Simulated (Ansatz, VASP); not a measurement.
## Two plane-wave programs on HfO2

File POSCAR:

```
HfO2
1.0
    2.5291609878     -2.5291609878      0.0000000000
    2.5291609878      0.0000000000     -2.5291609878
    4.8851168948      4.8851168948      4.8851168948
Hf O
3 6
Direct
    0.0000000000      0.0000000000      0.8628969806
    0.3333333333      0.3333333333      0.5177450914
    0.6666666667      0.6666666667      0.1725932022
    0.6666666667      0.6666666667      0.4314571191
    1.0000000000      0.0000000000      0.0863052299
    0.3333333333      0.3333333333      0.7766090083
    0.6666666667      0.6666666667      0.9491849529
    1.0000000000      0.0000000000      0.6040330637
    0.3333333333      0.3333333333      0.2588811745
```

File INCAR.step1:

```
SYSTEM = HfO2
ALGO     = Normal         ! electronic algorithm
EDIFF    = 1E-4           ! SCF threshold, eV
ENCUT    = 520            ! plane-wave cutoff, eV
GGA      = PE             ! functional
ISMEAR   = 0              ! smearing method
LASPH    = .True.         ! aspherical terms in the spheres
LCHARG   = .False.        ! write CHGCAR
LREAL    = .False.        ! projectors in reciprocal space
LWAVE    = .True.         ! write WAVECAR
NBANDS   = 43             ! bands
NELM     = 100            ! most SCF steps
PREC     = Accurate       ! precision mode
SIGMA    = 0.05           ! smearing width, eV
```

INCAR.step2

```
SYSTEM = HfO2
ALGO     = Normal         ! electronic algorithm
EDIFF    = 1E-6           ! SCF threshold, eV
ENCUT    = 520            ! plane-wave cutoff, eV
ISIF     = 2              ! what is computed and relaxed
ISMEAR   = 0              ! smearing method
ISTART   = 1            
LASPH    = .True.         ! aspherical terms in the spheres
LCHARG   = .False.        ! write CHGCAR
LMIXTAU  = .True.       
LREAL    = .False.        ! projectors in reciprocal space
LWAVE    = .False.        ! write WAVECAR
METAGGA  = R2SCAN         ! meta-GGA
NBANDS   = 43             ! bands
NELM     = 100            ! most SCF steps
PREC     = Accurate       ! precision mode
SIGMA    = 0.05           ! smearing width, eV
```

File KPOINTS:

```
k-points
0
Gamma
  7 7 3
  0 0 0
```

Input for Ansatz:

```yaml
crystal:
  lattice:
    - [2.5291609878, -2.5291609878, 0.0]
    - [2.5291609878, 0.0, -2.5291609878]
    - [4.8851168948, 4.8851168948, 4.8851168948]
  atoms:
    - { symbol: Hf, position: [0.0, 0.0, 0.8628969806] }
    - { symbol: Hf, position: [0.3333333333, 0.3333333333, 0.5177450914] }
    - { symbol: Hf, position: [0.6666666667, 0.6666666667, 0.1725932022] }
    - { symbol: O, position: [0.6666666667, 0.6666666667, 0.4314571191] }
    - { symbol: O, position: [1.0, 0.0, 0.0863052299] }
    - { symbol: O, position: [0.3333333333, 0.3333333333, 0.7766090083] }
    - { symbol: O, position: [0.6666666667, 0.6666666667, 0.9491849529] }
    - { symbol: O, position: [1.0, 0.0, 0.6040330637] }
    - { symbol: O, position: [0.3333333333, 0.3333333333, 0.2588811745] }
basis:
  ecutwfc: 500
kpoints:
  mp_grid: { grid: [7, 7, 3] }
hamiltonian:
  xc: r2scan
scf:
  occupations: { method: gaussian, width: 0.05 }
output:
  forces: true
  stress: true
  eigenvalues: true
```

Alike in both runs: task single point; functional r2SCAN; k mesh 7 × 7 × 3; occupations gaussian, width 0.05 eV; no spin polarisation.

```csv
,VASP,Ansatz
version,VASP 6.6.1,Ansatz 0.2.0
potentials or method,"VASP PAW PBE potentials, release 64 (Hf_pv, O), cutoff 520 eV","scalar-relativistic, plane waves, PAW"
valence electrons in the cell,66,114
```

Ansatz gave:

```
gap on the k mesh at the Fermi level (eV)                     : 4.65
least direct gap on the mesh (eV)                             : 4.72
pressure (GPa)                                                : 15.8
traceless stress, the component that is largest in VASP (GPa) : 8.28
rms of the force components (eV/Å)                            : 1.629
```

**Question.** Which values does VASP return?

**Answer.** gap on the k mesh at the Fermi level (eV): 4.67; least direct gap on the mesh (eV): 4.74; pressure (GPa): 11.6; traceless stress, the component that is largest in VASP (GPa): 8.12; rms of the force components (eV/Å): 1.600.

VASP's potentials were made for PBE, not for r2SCAN. Atom by atom the forces differ by 0.030 eV/Å (rms over components). One of these differences is far larger than is usual between the two programs; its cause wasn't traced. VASP's potentials hold 66 valence electrons a cell and Ansatz's 114, so a difference there can come from the potentials and not from the codes.

Neither program's run includes spin-orbit coupling.
